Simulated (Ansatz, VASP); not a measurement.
W in VASP and in Ansatz

```
CELL_PARAMETERS angstrom
2.67407 0.09831 0.13132
-1.41254 2.62486 -0.48823
-1.60028 0.64020 4.41241
ATOMIC_POSITIONS crystal
W 0.40673 0.40602 0.33976
W 0.15759 0.90908 0.83963
```

Alike in both runs: functional PBE; k mesh 6 × 6 × 4; occupations gaussian, width 0.1 eV; no spin polarisation.

Ansatz relaxed the structure, and its values are those at the end. VASP's run is a single point on that final structure, the one shown.

|  | VASP | Ansatz |
| --- | --- | --- |
| version | VASP 6.6.1 | Ansatz 0.2.0 |
| potentials or method | VASP PAW PBE potentials, release 64 (W_sv), cutoff 520 eV | scalar-relativistic, plane waves, PAW |
| valence electrons in the cell | 28 | 28 |

|  | VASP | Ansatz | Ansatz less VASP |
| --- | --- | --- | --- |
| gap on the k mesh at the Fermi level (eV) | none | none | - |
| pressure (GPa) | 0.6 | 0.1 | -0.50 |
| rms of the force components (eV/Å) | 0.007 | 0.007 | 0.0000 |

A gap of «none» marks a metal or a gap that the smearing closes. The functional is the same, so the differences come from potentials, cutoffs and numerics.

The k mesh is coarse, so the values compare programs but aren't converged. Spin-orbit coupling is off throughout.
